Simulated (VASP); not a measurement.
# SnO2 in VASP: a series of runs

SnO2 is run at these levels: LDA; tasks: single point, relaxation of cell and atoms.

Program: VASP 6.6.1. These are calculated values, not measurements. Logs are shortened: lines on timing, memory, paths and dates and some standing lists are left out, and cuts for length are marked.

### Step 1. The cell of the first run

It takes space group C2/m (No. 12, monoclinic). The conventional cell has a = 6.624 Å, b = 6.545 Å, c = 3.201 Å, α = 90.00°, β = 91.98°, γ = 90.00°. Sn (site symmetry 2/m) has 6 O at 2.03 to 2.04 Å within 2.7 Å. Within 2.7 Å of Sn (site symmetry 2/m) lie 6 O at 2.00 to 2.07 Å. Within 2.7 Å of O (site symmetry 2) lie 3 Sn at 2.00 to 2.04 Å and 1 O at 2.54 Å. O (site symmetry m) has 3 Sn at 2.03 to 2.07 Å and 1 O at 2.57 Å within 2.7 Å.

### Step 2. Single point, LDA (biaxial strain in the a-b plane: -2.0 %, then relaxed in part)

The input, INCAR:

```
SYSTEM = SnO2
PREC = Accurate
ENCUT = 520
EDIFF = 1E-7
ISMEAR = 0
SIGMA = 0.02
LREAL = .False.
LASPH = .True.
NELM = 60
ALGO = Normal
ISIF = 2
LWAVE = .False.
LCHARG = .False.
GGA = CA
NBANDS = 64
```

The input, KPOINTS:

```
regular mesh
0
Gamma
  6 6 6
  0 0 0
```

The input, POSCAR:

```
SnO2
1.0
   -3.1431451432      3.2565645188      3.2724381564
    3.1431451432     -3.2565645188      3.2724381564
    3.2588244640      3.3660551987     -3.2724381564
Sn O
4 8
Direct
    1.0000000000      0.2500000000      0.7500000000
    0.0000000000      0.7500000000      0.2500000000
    0.5000000000      0.5000000000      0.5000000000
    0.5000000000      0.0000000000      0.0000000000
    0.1936682507      0.1936682507      0.5000000000
    0.6942436848      0.7466726336      0.9409163184
    0.1936682507      0.6936682507      1.0000000000
    0.3057563152      0.7533273664      0.5590836816
    0.6942436848      0.2466726336      0.4409163184
    0.3057563152      0.2533273664      0.0590836816
    0.8063317493      0.3063317493      0.0000000000
    0.8063317493      0.8063317493      0.5000000000
```

Potentials or basis: VASP PAW LDA potentials, release 64 (Sn_d, O).

Command:

```sh
$ cat potpaw_LDA.64/Sn_d/POTCAR potpaw_LDA.64/O/POTCAR > POTCAR
$ mpirun -np 1 vasp_std > vasp.out
```

OUTCAR:

```text
SYSTEM = SnO2
   PREC = Accurate
   ENCUT = 520
   EDIFF = 1E-7
   ISMEAR = 0
   LREAL = .False.
   LASPH = .True.
   NELM = 60
   ISIF = 2
   GGA = CA

 ion  position               nearest neighbor table
   1  0.000  0.250  0.750-   9 2.03  10 2.03   5 2.04   7 2.04  11 2.04  12 2.04   2 3.20   2 3.20
                             4 3.63   3 3.63   3 3.64   4 3.64   4 3.64   3 3.64   4 3.73   3 3.73
   2  0.000  0.750  0.250-   6 2.03   8 2.03   7 2.04   5 2.04  11 2.04  12 2.04   1 3.20   1 3.20
                             3 3.63   4 3.63   3 3.64   3 3.64   4 3.64   4 3.64   3 3.73   4 3.73
   3  0.500  0.500  0.500-   5 2.00  12 2.00   9 2.04   8 2.04  10 2.07   6 2.07   4 3.20   4 3.20
                             1 3.63   2 3.63   2 3.64   1 3.64   1 3.64   2 3.64   1 3.73   2 3.73
   4  0.500  0.000  0.000-   7 2.00  11 2.00  10 2.04   6 2.04   8 2.07   9 2.07   3 3.20   3 3.20
                             2 3.63   1 3.63   2 3.64   1 3.64   2 3.64   1 3.64   2 3.73   1 3.73
   5  0.194  0.194  0.500-   3 2.00   2 2.04   1 2.04
   6  0.694  0.747  0.941-   2 2.03   4 2.04   3 2.07
   7  0.194  0.694  0.000-   4 2.00   2 2.04   1 2.04
   8  0.306  0.753  0.559-   2 2.03   3 2.04   4 2.07
   9  0.694  0.247  0.441-   1 2.03   3 2.04   4 2.07
  10  0.306  0.253  0.059-   1 2.03   4 2.04   3 2.07
  11  0.806  0.306  0.000-   4 2.00   2 2.04   1 2.04
  12  0.806  0.806  0.500-   3 2.00   2 2.04   1 2.04
[... 9 lines left out ...]
 A1 = (  -3.1431451432,   3.2565645188,  -3.2724381564)
 A2 = (  -3.1431451432,   3.2565645188,   3.2724381564)
 A3 = (   6.4019696072,   0.1094906799,   0.0000000000)

Analysis of symmetry for initial positions (statically):
=====================================================================
 Subroutine PRICEL returns following result:

  LATTYP: Found a base centered monoclinic cell.
 ALAT       =     6.6236299435
 B/A-ratio  =     0.9881102007
 C/A-ratio  =     0.4833381306
 COS(beta)  =    -0.0345596342

  Lattice vectors:

 A1 = (  -0.0578396604,  -3.3113098587,   3.2724381564)
 A2 = (  -0.0578396604,  -3.3113098588,  -3.2724381564)
 A3 = (   3.2009848036,   0.0547453400,   0.0000000000)

   2 primitive cells build up your supercell.

 Routine SETGRP: Setting up the symmetry group for a
 base centered monoclinic supercell.

 Subroutine GETGRP returns: Found  4 space group operations
 (whereof  2 operations were pure point group operations)
 out of a pool of  4 trial point group operations.

The static configuration has the point symmetry S_2 .
 The point group associated with its full space group is C_2h.

Analysis of symmetry for dynamics (positions and initial velocities):
[... 149 lines left out ...]
   EFERMI_NEDOS =   21; number of points for ismear=-14 and -15
   IALGO  =     38    algorithm
   IMIX   =      4    mixing-type and parameters
     AMIX     =   0.40;   BMIX     =  1.00
     AMIX_MAG =   1.60;   BMIX_MAG =  1.00
  volume/ion in A,a.u.               =      11.56        78.00
  Fermi-wavevector in a.u.,A,eV,Ry     =   1.487274  2.810540 30.095858  2.211983
  Thomas-Fermi vector in A             =   2.600455
   LORBIT       =      0    0 simple, 1 ext, 2 COOP (PROOUT), +10 PAW based schemes
   GGA     = CA    functional components
   LHFCALC =     F    Hartree Fock is set to
   AEXX    =    0.0000 exact exchange contribution
   IVDW    =     0    specifies the selected vdW correction
   LEPSILON=     F    determine dielectric tensor
   LRPA    =     F    only Hartree local field effects (RPA)
 non-spin polarized calculation
 Gauss-broadening in eV      SIGMA  =   0.02
  energy-cutoff  :      520.00
  volume of cell :      138.70
 maximum number of plane-waves:      3754
 NGX is ok and might be reduce to    42
   NGX = 21   NGY = 21   NGZ = 21

 number of electron     104.0000009 magnetization

 Free energy of the ion-electron system (eV)
  ---------------------------------------------------
  ext. energy  EPLUGINS =         0.00000000
  ---------------------------------------------------
  free energy    TOTEN  =       -84.39883130 eV

  energy without entropy =      -84.39883130  energy(sigma->0) =      -84.39883130

 E-fermi :   6.3485     XC(G=0): -11.9732

 val. band max:        6.2554972979   @ k =   0.0000   0.0000   0.0000
 cond. band min:       7.6910847005   @ k =   0.0000   0.0000   0.0000
 fundamental gap:      1.4355874026
 Fermi energy:         6.3485369577

 k-point     1 :       0.0000    0.0000    0.0000
  band No.  band energies     occupation
      1     -14.8122      2.00000
      2     -14.5232      2.00000
      3     -14.4292      2.00000
      4     -14.0883      2.00000
      5     -14.0435      2.00000
      6     -13.9401      2.00000
[... 1597 lines left out ...]
     63      16.8739      0.00000
     64      17.3795      0.00000

 [... further k-points ...]

------------------------ aborting loop because EDIFF is reached ----------------------------------------

  FORCE on cell =-STRESS in cart. coord.  units (eV):
  Direction    XX          YY          ZZ          XY          YZ          ZX
  --------------------------------------------------------------------------------------
  -------------------------------------------------------------------------------------
  Total        4.1586744      3.9889992      8.4649973     -3.0309132      0.0000000      0.0000000
  in kB       48.0374993     46.0775537     97.7805084    -35.0105530      0.0000000      0.0000000
  external PRESSURE =      63.9651871 kB  Pullay stress =       0.0000000 kB

 VOLUME and BASIS-vectors are now :
 -----------------------------------------------------------------------------
  energy-cutoff  :      520.00
  volume of cell :      138.70
      direct lattice vectors                 reciprocal lattice vectors
    -3.143145143  3.256564519  3.272438156    -0.002583232  0.151042770  0.152791276
     3.143145143 -3.256564519  3.272438156     0.156248606 -0.002729242  0.152791276
     3.258824464  3.366055199 -3.272438156     0.153665374  0.148313528  0.000000000

 POSITION                                       TOTAL-FORCE (eV/Angst)
 -----------------------------------------------------------------------------------
      3.22990      1.71040     -1.63622         0.000000     -0.000000     -0.000000
      3.17206     -1.60091      1.63622         0.000000     -0.000000     -0.000000
      1.62941      1.68303      1.63622         0.000000     -0.000000     -0.000000
     -1.57157      1.62828      1.63622         0.000000     -0.000000     -0.000000
      1.62941      1.68303     -0.36868         0.000000      0.000000      0.013823
      3.23107      2.99644      1.63622        -0.011185      0.015357     -0.000000
      1.57157     -1.62828      2.90375         0.000000      0.000000      0.013823
      3.22874      0.42436      1.63622         0.011185     -0.015357     -0.000000
      0.03009      2.94169      1.63622        -0.011185      0.015357     -0.000000
      0.02775      0.36962      1.63622         0.011185     -0.015357     -0.000000
     -1.57157      1.62828      3.64112         0.000000     -0.000000     -0.013823
      1.62941      1.68303      3.64112         0.000000     -0.000000     -0.013823
 -----------------------------------------------------------------------------------
    total drift:                               -0.000000     -0.000000      0.000000

  FREE ENERGIE OF THE ION-ELECTRON SYSTEM (eV)
  ---------------------------------------------------
  free  energy   TOTEN  =       -84.3988313033 eV

  energy  without entropy=      -84.3988313033  energy(sigma->0) =      -84.39883130
```

OSZICAR:

```text
N       E                     dE             d eps       ncg     rms          rms(c)
DAV:   1     0.160661198505E+04    0.16066E+04   -0.48584E+04 10144   0.262E+03
DAV:   2     0.251310772698E+03   -0.13553E+04   -0.12828E+04  9120   0.810E+02
DAV:   3    -0.687716565152E+02   -0.32008E+03   -0.31295E+03  9360   0.284E+02
DAV:   4    -0.961321238115E+02   -0.27360E+02   -0.27057E+02 10824   0.919E+01
DAV:   5    -0.969333048731E+02   -0.80118E+00   -0.79878E+00 10232   0.163E+01    0.227E+01
DAV:   6    -0.844309951513E+02    0.12502E+02   -0.41583E+01 14120   0.699E+01    0.863E+00
DAV:   7    -0.845836316914E+02   -0.15264E+00   -0.49103E+00  9768   0.916E+00    0.476E+00
DAV:   8    -0.844398429181E+02    0.14379E+00   -0.71083E-01 12528   0.635E+00    0.117E+00
DAV:   9    -0.843985726595E+02    0.41270E-01   -0.20166E-01 13016   0.487E+00    0.236E-01
DAV:  10    -0.843987498326E+02   -0.17717E-03   -0.14479E-02 11960   0.856E-01    0.859E-02
DAV:  11    -0.843988310771E+02   -0.81244E-04   -0.93270E-04 12744   0.290E-01    0.326E-02
DAV:  12    -0.843988441815E+02   -0.13104E-04   -0.10077E-04 11736   0.681E-02    0.286E-02
DAV:  13    -0.843988316368E+02    0.12545E-04   -0.31523E-05 13368   0.550E-02    0.771E-03
DAV:  14    -0.843988312643E+02    0.37249E-06   -0.92239E-06 13592   0.298E-02    0.408E-03
DAV:  15    -0.843988313356E+02   -0.71321E-07   -0.10568E-06  8936   0.594E-03    0.264E-03
DAV:  16    -0.843988313033E+02    0.32298E-07   -0.45872E-08  5840   0.296E-03
   1 F= -.84398831E+02 E0= -.84398831E+02  d E =-.208669E-13
```

Run time: 33 min. Hardware: 1 thread of Intel Xeon 8259CL, shared host; peak memory 0.48 GiB.

Results:

```
Free energy            : -84.3988 eV
Pressure               : 6.4 GPa
Largest force          : 0.019 eV/Å
Band gap on the k mesh : 1.44 eV
```

Forces in eV/Å, atoms in the order of the input:
```
Sn   0.000  0.000  0.000
Sn   0.000  0.000  0.000
Sn   0.000  0.000  0.000
Sn   0.000  0.000  0.000
O    0.000  0.000  0.014
O   -0.011  0.015  0.000
O    0.000  0.000  0.014
O    0.011 -0.015  0.000
O   -0.011  0.015  0.000
O    0.011 -0.015  0.000
O    0.000  0.000 -0.014
O    0.000  0.000 -0.014
```

Stress tensor (GPa, compression positive):
```
 4.80 -3.50  0.00
-3.50  4.61  0.00
 0.00  0.00  9.78
```

Levels at points of the mesh, in eV from the valence-band top:
```tsv
k point	band 48	band 49	band 50	band 51	band 52	band 53	band 54	band 55	band 56	band 57
(0.00, 0.00, 0.00)	-0.84	-0.83	-0.79	-0.78	0.00	1.44	4.96	5.03	6.02	6.04
(0.50, 0.00, 0.00)	-1.07	-0.72	-0.65	-0.63	-0.58	4.55	4.64	6.58	6.73	6.82
(0.00, 0.50, 0.00)	-1.06	-0.88	-0.88	-0.52	-0.52	4.73	4.73	6.35	6.35	8.46
(0.50, 0.50, 0.00)	-1.08	-0.86	-0.86	-0.63	-0.63	4.74	4.74	6.26	6.26	8.53
(0.00, 0.00, 0.50)	-0.98	-0.80	-0.80	-0.48	-0.48	4.76	4.76	6.29	6.29	8.46
(0.50, 0.50, 0.50)	-1.40	-1.35	-1.23	-0.97	-0.84	4.92	5.00	6.33	6.36	7.40
```

Caveat: the cell differs from its parent crystal (biaxial strain in the a-b plane: -2.0 %, then relaxed in part); the stress differs along the axes, from 5 to 10 GPa; spin-orbit coupling is left out, which moves the levels of the heavy elements.

### Step 3. Relaxation of cell and atoms, LDA, target pressure 30 GPa, at which the enthalpy is minimised

This run uses another cell than the first one, of 10.58 Å³/atom.

The input, INCAR:

```
ALGO = Normal
EDIFF = 1E-6
EDIFFG = -0.008
ENCUT = 600
IBRION = 2
ISIF = 3
ISMEAR = 0
LASPH = T
LCHARG = F
LREAL = F
LWAVE = F
NELM = 80
NSW = 70
PREC = Accurate
PSTRESS = 300.0
SIGMA = 0.02
```

The input, KPOINTS:

```
k-points
0
Gamma
  6 6 6
```

The input, POSCAR:

```
SnO2
1.0
   -3.0991541666      3.1997202481      3.1997202481
    3.0991541666     -3.1997202481      3.1997202481
    3.0991541666      3.1997202481     -3.1997202481
Sn O
4 8
Direct
    1.0000000000      0.2500000000      0.7500000000
    0.0000000000      0.7500000000      0.2500000000
    0.5000000000      0.5000000000      0.5000000000
    0.5000000000      0.0000000000      0.0000000000
    0.1945616106      0.1945616106      0.5000000000
    0.6945616106      0.7500000000      0.9445616106
    0.1945616106      0.6945616106      1.0000000000
    0.3054383894      0.7500000000      0.5554383894
    0.6945616106      0.2500000000      0.4445616106
    0.3054383894      0.2500000000      0.0554383894
    0.8054383894      0.3054383894      0.0000000000
    0.8054383894      0.8054383894      0.5000000000
```

Potentials or basis: VASP PAW LDA potentials, release 64 (Sn_d, O).

Command:

```sh
$ cat potpaw_LDA.64/Sn_d/POTCAR potpaw_LDA.64/O/POTCAR > POTCAR
$ mpirun -np 1 vasp_std > vasp.out
```

Wall time 19 min (1 thread of Oxide Virtual Turin-like, shared host); peak memory 0.36 GiB.

The run converged. Its results:

```
Free energy                                                : -83.2698 eV
Relaxed volume                                             : 10.64 Å³/atom
Relaxed cell                                               : a = 5.496 Å, b = 5.496 Å, c = 5.496 Å, α = 110.57°, β = 108.92°, γ = 108.92°
Space group after relaxing (to 0.1 Å)                      : P4_2/mnm (No. 136)
Energy change on relaxing (the run minimises the enthalpy) : -14.5 meV/atom
Ionic steps                                                : 6
Pressure after relaxing                                    : 30.1 GPa
Band gap on the k mesh                                     : 2.48 eV
```

The path:
| step | energy change (eV) | largest force (eV/Å) | pressure (GPa) | volume (Å³) |
| --- | --- | --- | --- | --- |
| 1 | 0.0000 | 0.1775 | 32.91 | 126.92 |
| 2 | -0.6127 | 0.3171 | 22.78 | 130.47 |
| 3 | -0.2349 | 0.0025 | 29.39 | 128.08 |
| 4 | -0.1633 | 0.0793 | 30.19 | 127.68 |
| 5 | -0.1722 | 0.0696 | 30.10 | 127.73 |
| 6 | -0.1745 | 0.0009 | 30.06 | 127.74 |

Final structure:
```cif
data_structure
_symmetry_space_group_name_H-M 'P 1'
_symmetry_Int_Tables_number 1
_cell_length_a 5.4957
_cell_length_b 5.4957
_cell_length_c 5.4957
_cell_angle_alpha 110.575
_cell_angle_beta 108.922
_cell_angle_gamma 108.922
_cell_volume 127.74
loop_
_atom_site_label
_atom_site_type_symbol
_atom_site_fract_x
_atom_site_fract_y
_atom_site_fract_z
_atom_site_occupancy
Sn1 Sn 0.00000 0.25000 0.75000 1
Sn2 Sn 0.00000 0.75000 0.25000 1
Sn3 Sn 0.50000 0.50000 0.50000 1
Sn4 Sn 0.50000 0.00000 0.00000 1
O1 O 0.19469 0.19469 0.50000 1
O2 O 0.69469 0.75000 0.94469 1
O3 O 0.19469 0.69469 0.00000 1
O4 O 0.30531 0.75000 0.55531 1
O5 O 0.69469 0.25000 0.44469 1
O6 O 0.30531 0.25000 0.05531 1
O7 O 0.80531 0.30531 0.00000 1
O8 O 0.80531 0.80531 0.50000 1
```

Levels at points of the mesh, in eV from the valence-band top:
```
           k point  band 48  band 49  band 50  band 51  band 52  band 53  band 54  band 55  band 56  band 57
(0.00, 0.00, 0.00)    -0.93    -0.93    -0.87    -0.87     0.00     2.48     5.92     5.92     6.48     6.48
(0.50, 0.00, 0.00)    -1.21    -0.67    -0.67    -0.50    -0.50     5.58     5.58     7.31     7.31     7.77
(0.00, 0.50, 0.00)    -0.93    -0.90    -0.90    -0.57    -0.57     5.76     5.76     7.34     7.34     9.01
(0.50, 0.50, 0.50)    -1.43    -1.35    -1.35    -0.96    -0.96     5.97     5.97     7.40     7.40     8.05
```

Caveat: the cell is relaxed towards a set pressure, so the run minimises the enthalpy, not the energy; spin-orbit coupling is left out, which moves the levels of the heavy elements.

### Step 4. Single point, LDA (13.04 Å³/atom)

This run uses another cell than the first one, of 13.04 Å³/atom.

The input, INCAR:

```
ALGO = Normal ; EDIFF = 1E-7
ENCUT = 520 ; ISIF = 2
ISMEAR = 0 ; LASPH = True
LCHARG = True ; LELF = True
LREAL = False ; LVHAR = True
LWAVE = False ; NBANDS = 64
NELM = 60 ; PREC = Accurate
SIGMA = 0.02
```

KPOINTS is that of step 3.

The input, POSCAR:

```
SnO2
1.0
   -3.2338777749      3.4785967958      3.4785967958
    3.2338777749     -3.4785967958      3.4785967958
    3.2338777749      3.4785967958     -3.4785967958
Sn O
4 8
Direct
    1.0000000000      0.2500000000      0.7500000000
    0.0000000000      0.7500000000      0.2500000000
    0.5000000000      0.5000000000      0.5000000000
    0.5000000000      0.0000000000      0.0000000000
    0.1912354219      0.1912354219      0.5000000000
    0.6912354219      0.7500000000      0.9412354219
    0.1912354219      0.6912354219      1.0000000000
    0.3087645781      0.7500000000      0.5587645781
    0.6912354219      0.2500000000      0.4412354219
    0.3087645781      0.2500000000      0.0587645781
    0.8087645781      0.3087645781      0.0000000000
    0.8087645781      0.8087645781      0.5000000000
```

Command:

```sh
$ cat potpaw_LDA.64/Sn_d/POTCAR potpaw_LDA.64/O/POTCAR > POTCAR
$ mpirun -np 1 vasp_std > vasp.out
```

Wall time 13 min (1 thread of Oxide Virtual Turin-like, shared host); peak memory 0.34 GiB.

Results (log left out):

| Item | Value |
| --- | --- |
| Free energy | -83.9123 eV |
| Pressure | -14.1 GPa |
| Largest force | 0.035 eV/Å |
| Band gap on the k mesh | 0.32 eV |

Forces in eV/Å, atoms in the order of the input:
```
Sn   0.000  0.000  0.000
Sn   0.000  0.000  0.000
Sn   0.000  0.000  0.000
Sn   0.000  0.000  0.000
O    0.000  0.000  0.035
O    0.000  0.035  0.000
O    0.000  0.000  0.035
O    0.000 -0.035  0.000
O    0.000  0.035  0.000
O    0.000 -0.035  0.000
O    0.000  0.000 -0.035
O    0.000  0.000 -0.035
```

Stress tensor (GPa, compression positive):
```
-13.75   0.00   0.00
  0.00 -14.25   0.00
  0.00   0.00 -14.25
```

Levels at points of the mesh, in eV from the valence-band top:
```csv
k point,band 50,band 51,band 52,band 53,band 54,band 55
"(0.00, 0.00, 0.00)",-0.75,-0.75,0.00,0.32,3.95,3.95
"(0.50, 0.00, 0.00)",-0.82,-0.63,-0.63,3.43,3.43,5.33
"(0.00, 0.50, 0.00)",-0.80,-0.48,-0.48,3.60,3.60,5.12
"(0.50, 0.50, 0.50)",-1.16,-0.86,-0.86,3.78,3.78,5.10
```

Caveat: the cell stands under tension; semilocal functionals underestimate gaps, and a narrow one can read as zero; spin-orbit coupling is left out, which moves the levels of the heavy elements.

### Step 5. Summary

```csv
task,cell,cutoff (eV),gap on the mesh (eV),pressure (GPa),largest force (eV/Å)
single point,"a = 5.585, b = 5.585, c = 5.715 Å, angles 111.0, 108.2, 108.3°, 12 atoms, atomic positions A",520,1.44,6.4,0.02
relaxation of cell and atoms,"relaxed to 30 GPa from a = 5.485 Å, angles 111.2, 108.6, 108.6°, 12 atoms, atomic positions B",600,2.48,30.1,-
single point,"a = 5.887 Å, angles 113.4, 107.6, 107.6°, 12 atoms, atomic positions C",520,0.32,-14.1,0.04
```

Alike in all rows: level LDA; potentials or basis VASP PAW LDA potentials, release 64 (Sn_d, O); no spin polarisation; k mesh 6 × 6 × 6; smearing gaussian 0.02 eV.

Caveats: spin-orbit coupling is left out, which moves the levels of the heavy elements; the stress differs along the axes, from 5 to 10 GPa (at least some runs); the cell is relaxed towards a set pressure, so the run minimises the enthalpy, not the energy (at least some runs); the cell stands under tension (at least some runs); semilocal functionals underestimate gaps, and a narrow one can read as zero (at least some runs).

Absolute energies hang on the potentials; compare differences alone.
